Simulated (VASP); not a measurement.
Wanted: the native input for a VASP 6.6.1 run.

```
Task                   : relaxation of cell and atoms
Functional             : PBEsol
Potentials or basis    : VASP PAW PBE potentials, release 64 (Sr_sv, Sb, P)
Cutoff                 : 600 eV
k mesh                 : 6 × 6 × 2
Occupations            : fermi-dirac, width 0.03 eV
Spin                   : no spin polarisation
Dipole correction      : no
Further INCAR settings : ALGO = Normal; EDIFF = 1e-07; IBRION = 2; EDIFFG = -0.01; NSW = 100; ISIF = 3
```

The structure of Sr2Sb3P lies in POSCAR:

```
Sr2Sb3P
1.0
    5.2047034200      0.0000000000      0.0000000000
   -2.6023517100      4.5074053800      0.0000000000
    0.0000000000      0.0000000000      9.1394204900
Sr Sb P
2 3 1
Direct
    0.6666666700      0.3333333300      0.1857560800
    0.3333333300      0.6666666700      0.8142439200
    0.6666666700      0.3333333300      0.8504758300
    0.3333333300      0.6666666700      0.1495241700
    0.0000000000      0.0000000000      0.0000000000
    0.0000000000      0.0000000000      0.5000000000
```

These files were run (other wordings do the same):

INCAR

```
  PREC = Accurate
  ENCUT = 600
  EDIFF = 1E-7
  ISMEAR = -1
  SIGMA = 0.03
  LREAL = False
  LASPH = True
  NELM = 100
  ALGO = Normal
  ISIF = 3
  LWAVE = False
  LCHARG = False
  GGA = PS
  IBRION = 2
  NSW = 100
  EDIFFG = -0.01
```

KPOINTS

```
Automatic mesh
0
Gamma
  6 6 2
```

Potentials or basis: VASP PAW PBE potentials, release 64 (Sr_sv, Sb, P).

Launch:

```bash
$ cat potpaw_PBE.64/Sr_sv/POTCAR potpaw_PBE.64/Sb/POTCAR potpaw_PBE.64/P/POTCAR > POTCAR
$ mpirun -np 1 vasp_std > vasp.out
```

It gave:

- Relaxed volume: 28.76 Å³/atom
- Relaxed cell: a = 5.225 Å, b = 5.225 Å, c = 7.299 Å, α = 90.00°, β = 90.00°, γ = 120.00°
- Space group after relaxing (to 0.1 Å): P-3m1 (No. 164)
- Energy gained by relaxing: 776.2 meV/atom
- Ionic steps: 42
- Pressure after relaxing: 0.0 GPa
- Band gap on the k mesh: zero (bands 20 and 21 overlap by 1.62 eV)

Caveat: the volume moved by over 15 % at a fixed basis, so the end points are rough; the PAW data sets were made with another functional, which shifts forces and pressure a little; spin-orbit coupling is left out, which moves the levels of the heavy elements.

Wall time 41 min on 1 thread of AMD EPYC 7R13 Processor (Zen 3) (shared host), peak memory 0.44 GiB.
